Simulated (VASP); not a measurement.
CdTe:

```
Te Cd
1.0
     0.00000    3.24718    3.24718
     3.24718    0.00000    3.24718
     3.24718    3.24718    0.00000
Te Cd
1 1
Direct
  0.75000 0.75000 0.75000
  0.00000 0.00000 0.00000
```

Base run:

| Property | Result |
| --- | --- |
| Program | VASP 6.6.1 |
| Functional | PBEsol-based screened hybrid |
| Potentials or basis | VASP PAW PBE potentials, release 64 (Te, Cd) |
| Cutoff | 520 eV |
| k mesh | 4 × 4 × 4 |
| Occupations | fermi-dirac, width 0.05 eV |
| Spin | no spin polarisation |

Its results: band gap on the k mesh 1.41 eV, direct; pressure -0.1 GPa.

The run is repeated on the same cell with these changes: functional from PBEsol-based screened hybrid to PBE0; further incar settings from ALGO = Normal; EDIFF = 1e-07; NBANDS = 16 to ALGO = Normal; EDIFF = 1e-06; NBANDS = 16. What comes out?

Band gap on the k mesh 2.23 eV, direct; pressure 1.3 GPa.

Caveats: the PAW data sets were made with another functional, which shifts forces and pressure a little; spin-orbit coupling is left out, which moves the levels of the heavy elements.

